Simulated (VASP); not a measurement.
Here is a VASP 6.6.1 calculation.

Contents of INCAR:

```
  PREC = Accurate
  ENCUT = 520
  EDIFF = 1E-6
  ISMEAR = -1
  SIGMA = 0.05
  LREAL = False
  LASPH = True
  NELM = 150
  ALGO = Normal
  ISIF = 2
  LWAVE = False
  LCHARG = False
  ISPIN = 2
  MAGMOM = 1 0
  LORBIT = 11
  LMAXMIX = 4
  NBANDS = 19
```

The input KPOINTS:

```
regular mesh
0
Gamma
  11 11 11
```

POSCAR

```
NiO
1.0
    0.0000000000      2.0719018797      2.0719018797
    2.0719018797      0.0000000000      2.0719018797
    2.0719018797      2.0719018797      0.0000000000
Ni O
1 1
Direct
    0.0000000000      0.0000000000      0.0000000000
    0.5000000000      0.5000000000      0.5000000000
```

Potentials or basis: VASP PAW LDA potentials, release 64 (Ni, O).

Command:

```console
$ cat potpaw_LDA.64/Ni/POTCAR potpaw_LDA.64/O/POTCAR > POTCAR
$ mpirun -np 1 vasp_std > vasp.out
```

Problem. What does it give for the net moment?

Solution. 0.25 μB per cell.

Problem. Predict the pressure.

Solution. -16.0 GPa.
